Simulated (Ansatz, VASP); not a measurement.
# Two plane-wave programs on PW

The input INCAR:

```
SYSTEM = PW
PREC = Accurate
ENCUT = 520
EDIFF = 1E-6
ISMEAR = -1
SIGMA = 0.1
LREAL = .False.
LASPH = .True.
NELM = 80
ALGO = Normal
ISIF = 2
LWAVE = .False.
LCHARG = .True.
LELF = .True.
LVHAR = .True.
NBANDS = 16
```

The input KPOINTS:

```
regular mesh
0
Gamma
  12 12 12
  0 0 0
```

File POSCAR:

```
PW
1.0
    0.0000000000      2.6709933563      2.6709933563
    2.6709933563      0.0000000000      2.6709933563
    2.6709933563      2.6709933563      0.0000000000
W P
1 1
Direct
    0.0000000000      0.0000000000      0.0000000000
    0.2500000000      0.2500000000      0.2500000000
```

Input for Ansatz:

```yaml
crystal:
  lattice:
    - [0.0, 2.6709933563, 2.6709933563]
    - [2.6709933563, 0.0, 2.6709933563]
    - [2.6709933563, 2.6709933563, 0.0]
  atoms:
    - { symbol: W, position: [0.0, 0.0, 0.0] }
    - { symbol: P, position: [0.25, 0.25, 0.25] }
kpoints:
  mp_grid: { grid: [12, 12, 12] }
scf:
  occupations: { method: fermi_dirac, width: 0.1 }
hamiltonian:
  xc: lda
  pseudopotentials: { kind: paw, partial_waves: polarizable }
output:
  forces: true
  stress: true
  eigenvalues: true
```

Change from the starting cell: volume scaled by 1, PAW files, partial_waves polarizable.

Alike in both runs: task single point; functional LDA; k mesh 12 × 12 × 12; occupations fermi-dirac, width 0.1 eV; no spin polarisation.

|  | VASP | Ansatz |
| --- | --- | --- |
| version | VASP 6.6.1 | Ansatz 0.2.0 |
| potentials or method | VASP PAW LDA potentials, release 64 (W_sv, P) | PAW with Ansatz's default frozen-core files, scalar-relativistic |
| plane-wave cutoff (eV) | 520 | 420 |
| valence electrons in the cell | 19 | 19 |

VASP gave:

| Item | Value |
| --- | --- |
| pressure (GPa) | 0.4 |

Q: What did Ansatz give for the same quantities?

A: Pressure (GPa): 0.0.

LDA's correlation is that of Perdew and Zunger in VASP and of Perdew and Wang (1992) in Ansatz.

Spin-orbit coupling is off throughout.
